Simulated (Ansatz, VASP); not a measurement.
**One calculation of Ga, two programs**

INCAR

```
SYSTEM = Ga
ALGO = Normal ; EDIFF = 1E-7
ENCUT = 520 ; GGA = PS
ISIF = 2 ; ISMEAR = -1
LASPH = .True. ; LCHARG = .False.
LREAL = .False. ; LWAVE = .False.
NBANDS = 20 ; NELM = 60
PREC = Accurate ; SIGMA = 0.05
```

The input KPOINTS:

```
k-points
0
Gamma
  11 11 6
  0 0 0
```

The input POSCAR:

```
Ga
1.0
    3.0031658500      0.0000000000      0.0000000000
   -1.5015829250      2.6008179178      0.0000000000
    0.0000000000      0.0000000000      4.8651286769
Ga
2
Direct
    0.3333333333      0.6666666667      0.2500000000
    0.6666666667      0.3333333333      0.7500000000
```

Input for Ansatz:

```yaml
crystal:
  lattice:
    - [3.00316585, 0.0, 0.0]
    - [-1.501582925, 2.6008179178, 0.0]
    - [0.0, 0.0, 4.8651286769]
  atoms:
    - { symbol: Ga, position: [0.3333333333, 0.6666666667, 0.25] }
    - { symbol: Ga, position: [0.6666666667, 0.3333333333, 0.75] }
kpoints:
  mp_grid: { grid: [11, 11, 6] }
scf:
  occupations: { method: fermi_dirac, width: 0.05 }
hamiltonian:
  xc: pbesol
  pseudopotentials: { kind: all_electron, lapw: { basis_error: 0.001 } }
output:
  forces: true
  stress: true
  eigenvalues: true
  populations: true
```

Alike in both runs: task single point; functional PBEsol; k mesh 11 × 11 × 6; occupations fermi-dirac, width 0.05 eV; no spin polarisation.

|  | VASP | Ansatz |
| --- | --- | --- |
| version | VASP 6.6.1 | Ansatz 0.2.0 |
| potentials or method | VASP PAW PBE potentials, release 64 (Ga_d), cutoff 520 eV | all-electron LAPW, scalar-relativistic |

Ansatz gave:

| Property | Result |
| --- | --- |
| pressure (GPa) | -3.2 |
| traceless stress, the component that is largest in VASP (GPa) | -0.44 |

Q: Which values does VASP return?

A: Pressure (GPa): -3.2; traceless stress, the component that is largest in VASP (GPa): -0.43.

VASP's potentials were made for PBE, not for PBEsol. Ansatz ran all-electron here, and VASP with PAW potentials.
